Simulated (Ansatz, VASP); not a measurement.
Si16NO30: VASP beside Ansatz

```
CELL_PARAMETERS angstrom
0.10745 6.14535 6.14532
0.10745 -6.14535 6.14532
7.05000 0.00000 0.00000
ATOMIC_POSITIONS crystal
Si 0.16557 0.90871 0.65772
Si 0.36338 0.07515 0.10181
Si 0.31372 0.61027 0.85448
Si 0.14293 0.42373 0.39640
Si 0.36525 0.18052 0.52181
Si 0.56603 0.39561 0.73690
Si 0.14130 0.31625 0.98460
Si 0.95391 0.09072 0.74362
Si 0.67585 0.39839 0.14694
Si 0.85349 0.58080 0.59829
Si 0.82145 0.10469 0.35012
Si 0.65172 0.91537 0.89843
Si 0.86640 0.67533 0.01222
Si 0.07073 0.88809 0.23230
Si 0.62999 0.82187 0.48775
Si 0.42676 0.61701 0.26462
O 0.74372 0.24818 0.24661
O 0.51677 0.00811 0.00404
O 0.01880 0.73767 0.11450
O 0.47701 0.77093 0.37528
O 0.58157 0.35176 0.96003
O 0.40631 0.15562 0.29982
O 0.91539 0.16111 0.53406
O 0.09545 0.33032 0.20785
O 0.31488 0.02051 0.62350
O 0.23321 0.94293 0.13513
O 0.17755 0.48639 0.90037
O 0.26084 0.56322 0.34643
O 0.29230 0.20709 0.96180
O 0.22429 0.30290 0.54211
O 0.43776 0.53167 0.70805
O 0.23378 0.76382 0.77519
O 0.99517 0.49831 0.49535
O 0.51782 0.24230 0.62473
O 0.00165 0.23740 0.87178
O 0.90510 0.67316 0.78605
O 0.40935 0.65633 0.04124
O 0.58648 0.83000 0.71250
O 0.82267 0.50599 0.09164
O 0.73320 0.44678 0.65940
O 0.68377 0.98871 0.41141
O 0.79376 0.02613 0.83441
O 0.76882 0.69941 0.45312
O 0.55516 0.48201 0.29183
O 0.71843 0.78756 0.04749
O 0.94243 0.02333 0.20420
N 0.07763 0.84257 0.46565
```

Alike in both runs: functional PBE; k mesh 1 × 1 × 2; occupations gaussian, width 0.05 eV; collinear spin.

Ansatz relaxed the structure, and its values are those at the end. VASP's run is a single point on that final structure, the one shown.

|  | VASP | Ansatz |
| --- | --- | --- |
| version | VASP 6.6.1 | Ansatz 0.2.0 |
| potentials or method | VASP PAW PBE potentials, release 64 (Si, O, N), cutoff 520 eV | scalar-relativistic, plane waves, PAW |
| valence electrons in the cell | 249 | 249 |

|  | VASP | Ansatz | Ansatz less VASP |
| --- | --- | --- | --- |
| gap on the k mesh at the Fermi level (eV) | 0.97 | 0.96 | -0.004 |
| rms of the force components (eV/Å) | 0.023 | 0.003 | -0.0195 |
| net moment per atom (μB) | 0.02 | 0.02 | 0.000 |
| size of the moment on the site where the two differ most (μB) | 0.44 | 0.40 | -0.039 |

Site moments also hang on the region over which each program counts them. With one functional, cell and mesh, what is left measures potentials, basis and numerics.

The k mesh is coarse, so the values compare programs but aren't converged.
